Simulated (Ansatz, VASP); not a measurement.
## Two plane-wave programs on Ga2SnSe3

The input INCAR:

```
SYSTEM = Ga2SnSe3
PREC = Accurate
ENCUT = 600
EDIFF = 1E-7
ISMEAR = 0
SIGMA = 0.1
LREAL = .False.
LASPH = .True.
NELM = 60
ALGO = Normal
ISIF = 3
LWAVE = .False.
LCHARG = .False.
GGA = PE
IBRION = 2
NSW = 90
EDIFFG = -0.04
```

File KPOINTS:

```
Automatic mesh
0
Gamma
  6 6 2
  0 0 0
```

POSCAR

```
Ga2SnSe3
1.0
    4.5924801500      0.0000000000      0.0000000000
   -2.2962400700      3.9772044700      0.0000000000
    0.0000000000      0.0000000000      7.9358702000
Ga Sn Se
2 1 3
Direct
    0.6666666700      0.3333333300      0.5000000000
    0.3333333300      0.6666666700      0.0000000000
    0.6666666700      0.3333333300      0.0000000000
    0.0000000000      0.0000000000      0.3564053200
    0.0000000000      0.0000000000      0.6435946800
    0.0000000000      0.0000000000      0.0000000000
```

Input for Ansatz:

```yaml
crystal:
  lattice:
    - [4.59248015, 0.0, 0.0]
    - [-2.29624007, 3.97720447, 0.0]
    - [0.0, 0.0, 7.9358702]
  atoms:
    - { symbol: Ga, position: [0.66666667, 0.33333333, 0.5] }
    - { symbol: Ga, position: [0.33333333, 0.66666667, 0.0] }
    - { symbol: Sn, position: [0.66666667, 0.33333333, 0.0] }
    - { symbol: Se, position: [0.0, 0.0, 0.35640532] }
    - { symbol: Se, position: [0.0, 0.0, 0.64359468] }
    - { symbol: Se, position: [0.0, 0.0, 0.0] }
basis:
  ecutwfc: 420
kpoints:
  mp_grid: { grid: [6, 6, 2] }
hamiltonian:
  xc: pbe
scf:
  occupations: { method: gaussian, width: 0.1 }
  lower_state_search: "off"
output:
  forces: true
  stress: true
  eigenvalues: true
relax:
  adjacent_minimum: "off"
  f_tol: 0.04
  max_steps: 70
  cell: { stress_tol: 0.4 }
```

Alike in both runs: task relaxation of cell and atoms; functional PBE; k mesh 6 × 6 × 2; occupations gaussian, width 0.1 eV; no spin polarisation.

```csv
,VASP,Ansatz
version,VASP 6.6.1,Ansatz 0.2.0
potentials or method,"VASP PAW PBE potentials, release 64 (Ga_d, Sn_d, Se), cutoff 600 eV","scalar-relativistic, plane waves, PAW"
valence electrons in the cell,58,88
```

Ansatz gave:

- gap on the k mesh at the Fermi level, each at its own relaxed structure (eV): none
- relaxed volume (Å³/atom): 32.42
- relaxed cell length with the largest relative difference (Å): 8.647

**Question.** Which values does VASP return?

**Answer.** gap on the k mesh at the Fermi level, each at its own relaxed structure (eV): none; relaxed volume (Å³/atom): 32.86; relaxed cell length with the largest relative difference (Å): 8.695.

A gap of «none» marks a metal or a gap that the smearing closes. VASP's potentials hold 58 valence electrons a cell and Ansatz's 88, so a difference there can come from the potentials and not from the codes.

The k mesh is coarse, so the values compare programs but aren't converged. Noted on VASP's run: the volume moved by over 15 % at a fixed basis, so the end points are rough.
